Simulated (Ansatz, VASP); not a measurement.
## Ta in VASP and in Ansatz

```
Ta
1.0
    -1.66045    1.66045    1.66045
     1.66045   -1.66045    1.66045
     1.66045    1.66045   -1.66045
Ta
1
Direct
  0.00000 0.00000 0.00000
```

Alike in both runs: task electric field gradients; functional PBE; k mesh 16 × 16 × 16; occupations gaussian, width 0.1 eV; no spin polarisation.

```csv
,VASP,Ansatz
version,VASP 6.6.1,Ansatz 0.2.0
potentials or method,"VASP PAW PBE potentials, release 64 (Ta_pv), cutoff 520 eV","PAW with Ansatz's default frozen-core files, scalar-relativistic"
valence electrons in the cell,11,13
```

```csv
,VASP,Ansatz,Ansatz less VASP
gap on the k mesh at the Fermi level (eV),none,none,-
pressure (GPa),0.1,0.0,-0.10
```

A gap of «none» marks a metal or a gap that the smearing closes. With one functional, cell and mesh, what is left measures potentials, basis and numerics. VASP's potentials hold 11 valence electrons a cell and Ansatz's 13, so a difference there can come from the potentials and not from the codes.

Spin-orbit coupling is off throughout.
